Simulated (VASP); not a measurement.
# Cu in VASP: notebook

Runs on Cu. Level: PBE. Tasks: single point.

Everything below comes from runs of VASP 6.6.1. Logs are shortened: lines on timing, memory, paths and dates and some standing lists are left out, and cuts for length are marked.

## 1. The cell of the first run

The cell holds a slab with vacuum, 3 atoms: a = 2.566 Å, b = 3.630 Å, c = 18.567 Å, α = 90.00°, β = 90.00°, γ = 90.00°.

## 2. Single point, PBE

Input file INCAR:

```
SYSTEM = Cu
PREC     = Accurate       ! precision mode
ENCUT    = 520            ! plane-wave cutoff, eV
EDIFF    = 1E-6           ! SCF threshold, eV
ISMEAR   = -1             ! smearing method
SIGMA    = 0.05           ! smearing width, eV
LREAL    = .FALSE.        ! projectors in reciprocal space
LASPH    = .TRUE.         ! aspherical terms in the spheres
NELM     = 80             ! most SCF steps
ALGO     = Normal         ! electronic algorithm
ISIF     = 2              ! what is computed and relaxed
LWAVE    = .FALSE.        ! write WAVECAR
LCHARG   = .TRUE.         ! write CHGCAR
LDIPOL   = .TRUE.       
IDIPOL   = 3            
DIPOL    = 0.5 0.5 0.500
GGA      = PE             ! functional
LELF     = .TRUE.         ! ELF
LVHAR    = .TRUE.       
LVACPOTAV= .TRUE.       
NBANDS   = 24             ! bands
```

Input file KPOINTS:

```
regular mesh
0
G
  16 11 1
  0 0 0
```

Input file POSCAR:

```
Cu
1.0
    2.5664536728      0.0000000000      0.0000000000
    0.0000000000      3.6295135912      0.0000000000
    0.0000000000      0.0000000000     18.5665000000
Cu
3
Direct
    0.0000000000      0.0000000000      0.4344196467
    0.5000000000      0.5000000000      0.4999999951
    0.0000000000      0.0000000000      0.5655803582
```

Potentials or basis: VASP PAW PBE potentials, release 64 (Cu).

The run is started by

```bash
$ cat potpaw_PBE.64/Cu/POTCAR > POTCAR
$ mpirun -np 1 vasp_std > vasp.out
```

OUTCAR:

```text
SYSTEM = Cu
   PREC = Accurate
   ENCUT = 520
   EDIFF = 1E-6
   ISMEAR = -1
   LREAL = .FALSE.
   LASPH = .TRUE.
   NELM = 80
   ISIF = 2
   GGA = PE

 ion  position               nearest neighbor table
   1  0.000  0.000  0.434-   3 2.44   2 2.53   2 2.53   2 2.53   2 2.53
   2  0.500  0.500  0.500-   1 2.53   1 2.53   1 2.53   1 2.53   3 2.53   3 2.53   3 2.53   3 2.53

   3  0.000  0.000  0.566-   1 2.44   2 2.53   2 2.53   2 2.53   2 2.53

  LATTYP: Found a simple orthorhombic cell.
 ALAT       =     2.5664536728
 B/A-ratio  =     1.4142135623
 C/A-ratio  =     7.2343016345

  Lattice vectors:

 A1 = (   2.5664536728,   0.0000000000,   0.0000000000)
 A2 = (   0.0000000000,   3.6295135912,   0.0000000000)
 A3 = (   0.0000000000,   0.0000000000,  18.5665000000)

Analysis of symmetry for initial positions (statically):
=====================================================================
 Subroutine PRICEL returns:
 Original cell was already a primitive cell.

 Routine SETGRP: Setting up the symmetry group for a
 simple orthorhombic supercell.

 Subroutine GETGRP returns: Found  8 space group operations
 (whereof  8 operations were pure point group operations)
 out of a pool of  8 trial point group operations.

The static configuration has the point symmetry D_2h.

Analysis of symmetry for dynamics (positions and initial velocities):
=====================================================================
 Subroutine PRICEL returns:
 Original cell was already a primitive cell.

 Routine SETGRP: Setting up the symmetry group for a
 simple orthorhombic supercell.

 Subroutine GETGRP returns: Found  8 space group operations
 (whereof  8 operations were pure point group operations)
 out of a pool of  8 trial point group operations.

The dynamic configuration has the point symmetry D_2h.

 Subroutine INISYM returns: Found  8 space group operations
 (whereof  8 operations are pure point group operations),
 and found     1 'primitive' translations

----------------------------------------------------------------------------------------

                                     Primitive cell

  volume of cell :     172.9465

  direct lattice vectors                    reciprocal lattice vectors
     2.566453673  0.000000000  0.000000000     0.389642724  0.000000000  0.000000000
     0.000000000  3.629513591  0.000000000     0.000000000  0.275519012  0.000000000
[... 89 lines left out ...]
   EDIFFG = 0.1E-04   stopping-criterion for IOM
   NSW    =      0    number of steps for IOM
   IBRION =     -1    ionic relax: 0-MD 1-quasi-New 2-CG
   NFREE  =      0    steps in history (QN), initial steepest desc. (CG)
   ISIF   =      2    stress and relaxation
   ISYM   =      2    0-nonsym 1-usesym 2-fastsym
   POTIM  = 0.5000    time-step for ionic-motion
   TEBEG  =    0.0;   TEEND  =   0.0 temperature during run
   PSTRESS=    0.0 pullay stress
   NELECT =      33.0000    total number of electrons
   NUPDOWN=      -1.0000    fix difference up-down
   EMIN   =  10.00;   EMAX   =-10.00  energy-range for DOS
   EFERMI =   0.00;   METHOD = LEGACY
   ISMEAR =    -1;   SIGMA  =   0.05  broadening in eV -4-tet -1-fermi 0-gaus
   EFERMI_NEDOS =   21; number of points for ismear=-14 and -15
   IALGO  =     38    algorithm
   IMIX   =      4    mixing-type and parameters
     AMIX     =   0.40;   BMIX     =  1.00
     AMIX_MAG =   1.60;   BMIX_MAG =  1.00
  volume/ion in A,a.u.               =      57.65       389.03
  Fermi-wavevector in a.u.,A,eV,Ry     =   0.942487  1.781043 12.085815  0.888282
  Thomas-Fermi vector in A             =   2.070102
   LORBIT       =      0    0 simple, 1 ext, 2 COOP (PROOUT), +10 PAW based schemes
   GGA     = PE    functional components
   LHFCALC =     F    Hartree Fock is set to
   AEXX    =    0.0000 exact exchange contribution
   IVDW    =     0    specifies the selected vdW correction
   LEPSILON=     F    determine dielectric tensor
   LRPA    =     F    only Hartree local field effects (RPA)
 non-spin polarized calculation
  energy-cutoff  :      520.00
  volume of cell :      172.95
 maximum number of plane-waves:      4685
 NGX is ok and might be reduce to    20
   NGX =  9   NGY = 13   NGZ = 69

 dipolmoment           0.000000      0.000000     -0.000000 electrons x Angstroem

 number of electron      32.9999958 magnetization

 dipolmoment           0.000000      0.000000      0.000000 electrons x Angstroem

 Free energy of the ion-electron system (eV)
  ---------------------------------------------------
  ext. energy  EPLUGINS =         0.00000000
  ---------------------------------------------------
  free energy    TOTEN  =        -9.41350251 eV

  energy without entropy =       -9.40827411  energy(sigma->0) =       -9.41088831

 E-fermi :  -1.9216     XC(G=0):  -3.6660

 val. band max:       -1.9643653752   @ k =   0.3125   0.0909   0.0000
 cond. band min:      -1.8083091944   @ k =   0.0625   0.4545   0.0000
 fundamental gap:      0.1560561808
 Fermi energy:        -1.9215907892

 k-point     1 :       0.0000    0.0000    0.0000
  band No.  band energies     occupation
      1      -9.4862      2.00000
      2      -6.0162      2.00000
      3      -5.9471      2.00000
      4      -5.4555      2.00000
      5      -4.8715      2.00000
      6      -4.6730      2.00000
[... 637 lines left out ...]
     23       5.7250      0.00000
     24       6.2549      0.00000

 [... further k-points ...]

------------------------ aborting loop because EDIFF is reached ----------------------------------------

  FORCE on cell =-STRESS in cart. coord.  units (eV):
  Direction    XX          YY          ZZ          XY          YZ          ZX
  --------------------------------------------------------------------------------------
  -------------------------------------------------------------------------------------
  Total       -1.6651451     -1.6324504      0.0467203     -0.0000000      0.0000000      0.0000000
  in kB      -15.4259095    -15.1230253      0.4328168     -0.0000000      0.0000000      0.0000000
  external PRESSURE =     -10.0387060 kB  Pullay stress =       0.0000000 kB

 VOLUME and BASIS-vectors are now :
 -----------------------------------------------------------------------------
  energy-cutoff  :      520.00
  volume of cell :      172.95
      direct lattice vectors                 reciprocal lattice vectors
     2.566453673  0.000000000  0.000000000     0.389642724  0.000000000  0.000000000
     0.000000000  3.629513591  0.000000000     0.000000000  0.275519012  0.000000000
     0.000000000  0.000000000 18.566500000     0.000000000  0.000000000  0.053860448

 POSITION                                       TOTAL-FORCE (eV/Angst)
 -----------------------------------------------------------------------------------
      0.00000      0.00000      8.06565        -0.000000      0.000000     -0.024694
      1.28323      1.81476      9.28325         0.000000      0.000000      0.000000
      0.00000      0.00000     10.50085         0.000000      0.000000      0.024694
 -----------------------------------------------------------------------------------
    total drift:                               -0.000000      0.000000      0.000016

  FREE ENERGIE OF THE ION-ELECTRON SYSTEM (eV)
  ---------------------------------------------------
  free  energy   TOTEN  =        -9.4135025079 eV

  energy  without entropy=       -9.4082741101  energy(sigma->0) =       -9.41088831

 vacuum level on the upper side and lower side of the slab         2.493         2.493
```

stdout:

```text
POSCAR found type information on POSCAR Cu
 POSCAR found :  1 types and       3 ions
 scaLAPACK will be used
 LDA part: xc-table for (Slater+PW92), standard interpolation
 POSCAR, INCAR and KPOINTS ok, starting setup
 FFT: planning ... GRIDC
 FFT: planning ... GRID_SOFT
 FFT: planning ... GRID
 WAVECAR not read
 entering main loop
 -----------------------------------------------------------------------------
|                                                                             |
|           W    W    AA    RRRRR   N    N  II  N    N   GGGG   !!!           |
|           W    W   A  A   R    R  NN   N  II  NN   N  G    G  !!!           |
|           W    W  A    A  R    R  N N  N  II  N N  N  G       !!!           |
|           W WW W  AAAAAA  RRRRR   N  N N  II  N  N N  G  GGG   !            |
|           WW  WW  A    A  R   R   N   NN  II  N   NN  G    G                |
|           W    W  A    A  R    R  N    N  II  N    N   GGGG   !!!           |
|                                                                             |
|     Did not find any points to average over, which means that no vacuum     |
|     field-free region was found. Please increase the size of  your cell     |
|     in the dimension of the dipole correction to obtain accurate            |
|     workfunction values.                                                    |
|                                                                             |
 -----------------------------------------------------------------------------
```

Run time: 3.4 min. Hardware: 1 thread of Intel Xeon Platinum 8488C (Sapphire Rapids), shared host; peak memory 0.35 GiB.

Results:

- Free energy: -9.4135 eV
- Largest force: 0.025 eV/Å
- Band gap on the k mesh: zero (an odd number of electrons rules out a gap without spin polarisation)

Forces on the atoms (eV/Å):
```
Cu   0.000  0.000 -0.025
Cu   0.000  0.000  0.000
Cu   0.000  0.000  0.025
```

## 3. Single point, PBE

Input file INCAR:

```
ALGO = Normal ; EDIFF = 1E-6
ENCUT = 520 ; GGA = PE
ISIF = 2 ; ISMEAR = -1
LASPH = True ; LCHARG = False
LREAL = False ; LWAVE = False
NBANDS = 24 ; NELM = 60
PREC = Accurate ; SIGMA = 0.05
```

Input file KPOINTS:

```
k-points
0
Gamma
  16 11 1
```

POSCAR is that of step 2.

Potentials or basis: VASP PAW PBE potentials, release 64 (Cu).

The run is started by

```bash
$ cat potpaw_PBE.64/Cu/POTCAR > POTCAR
$ mpirun -np 1 vasp_std > vasp.out
```

OUTCAR:

```text
EDIFF = 1E-6
   ENCUT = 520
   GGA = PE
   ISIF = 2
   ISMEAR = -1
   LASPH = True
   LREAL = False
   NELM = 60
   PREC = Accurate

 ion  position               nearest neighbor table
   1  0.000  0.000  0.434-   3 2.44   2 2.53   2 2.53   2 2.53   2 2.53
   2  0.500  0.500  0.500-   1 2.53   1 2.53   1 2.53   1 2.53   3 2.53   3 2.53   3 2.53   3 2.53

   3  0.000  0.000  0.566-   1 2.44   2 2.53   2 2.53   2 2.53   2 2.53

  LATTYP: Found a simple orthorhombic cell.
 ALAT       =     2.5664536728
 B/A-ratio  =     1.4142135623
 C/A-ratio  =     7.2343016345

  Lattice vectors:

 A1 = (   2.5664536728,   0.0000000000,   0.0000000000)
 A2 = (   0.0000000000,   3.6295135912,   0.0000000000)
 A3 = (   0.0000000000,   0.0000000000,  18.5665000000)

Analysis of symmetry for initial positions (statically):
=====================================================================
 Subroutine PRICEL returns:
 Original cell was already a primitive cell.

 Routine SETGRP: Setting up the symmetry group for a
 simple orthorhombic supercell.

 Subroutine GETGRP returns: Found  8 space group operations
[... 164 lines left out ...]

  energy without entropy =       -9.40827411  energy(sigma->0) =       -9.41088831

 E-fermi :  -1.9216     XC(G=0):  -3.6660

 val. band max:       -1.9643653760   @ k =   0.3125   0.0909   0.0000
 cond. band min:      -1.8083091951   @ k =   0.0625   0.4545   0.0000
 fundamental gap:      0.1560561808
 Fermi energy:        -1.9215907898

 k-point     1 :       0.0000    0.0000    0.0000
  band No.  band energies     occupation
      1      -9.4862      2.00000
      2      -6.0162      2.00000
      3      -5.9471      2.00000
      4      -5.4555      2.00000
      5      -4.8715      2.00000
      6      -4.6730      2.00000
[... 637 lines left out ...]
     23       5.7250      0.00000
     24       6.2549      0.00000

 [... further k-points ...]

------------------------ aborting loop because EDIFF is reached ----------------------------------------

  FORCE on cell =-STRESS in cart. coord.  units (eV):
  Direction    XX          YY          ZZ          XY          YZ          ZX
  --------------------------------------------------------------------------------------
  -------------------------------------------------------------------------------------
  Total       -1.6651452     -1.6324504      0.0467202      0.0000000      0.0000000      0.0000000
  in kB      -15.4259101    -15.1230251      0.4328164      0.0000000      0.0000000      0.0000000
  external PRESSURE =     -10.0387063 kB  Pullay stress =       0.0000000 kB

 VOLUME and BASIS-vectors are now :
 -----------------------------------------------------------------------------
  energy-cutoff  :      520.00
  volume of cell :      172.95
      direct lattice vectors                 reciprocal lattice vectors
     2.566453673  0.000000000  0.000000000     0.389642724  0.000000000  0.000000000
     0.000000000  3.629513591  0.000000000     0.000000000  0.275519012  0.000000000
     0.000000000  0.000000000 18.566500000     0.000000000  0.000000000  0.053860448

 POSITION                                       TOTAL-FORCE (eV/Angst)
 -----------------------------------------------------------------------------------
      0.00000      0.00000      8.06565         0.000000      0.000000     -0.024694
      1.28323      1.81476      9.28325         0.000000     -0.000000      0.000000
      0.00000      0.00000     10.50085        -0.000000     -0.000000      0.024694
 -----------------------------------------------------------------------------------
    total drift:                               -0.000000      0.000000      0.000016

  FREE ENERGIE OF THE ION-ELECTRON SYSTEM (eV)
  ---------------------------------------------------
  free  energy   TOTEN  =        -9.4135025080 eV

  energy  without entropy=       -9.4082741102  energy(sigma->0) =       -9.41088831
```

stdout:

```text
POSCAR found type information on POSCAR Cu
 POSCAR found :  1 types and       3 ions
 scaLAPACK will be used
 LDA part: xc-table for (Slater+PW92), standard interpolation
 POSCAR, INCAR and KPOINTS ok, starting setup
 FFT: planning ... GRIDC
 FFT: planning ... GRID_SOFT
 FFT: planning ... GRID
 WAVECAR not read
 entering main loop
```

Wall time 6.8 min (1 thread of AMD EPYC 7R13, shared host); peak memory 0.33 GiB.

What came out:

| Quantity | Value |
| --- | --- |
| Free energy | -9.4135 eV |
| Largest force | 0.025 eV/Å |
| Band gap on the k mesh | zero (an odd number of electrons rules out a gap without spin polarisation) |

Forces on the atoms (eV/Å):
```
Cu   0.000  0.000 -0.025
Cu   0.000  0.000  0.000
Cu   0.000  0.000  0.025
```

Levels at points of the mesh, in eV from the Fermi level:
| k point | band 15 | band 16 | band 17 | band 18 | band 19 | band 20 |
| --- | --- | --- | --- | --- | --- | --- |
| (0.00, 0.00, 0.00) | -1.45 | -1.34 | -1.29 | 1.04 | 3.72 | 3.83 |
| (0.50, 0.00, 0.00) | -1.27 | 0.33 | 0.40 | 2.14 | 4.28 | 5.85 |
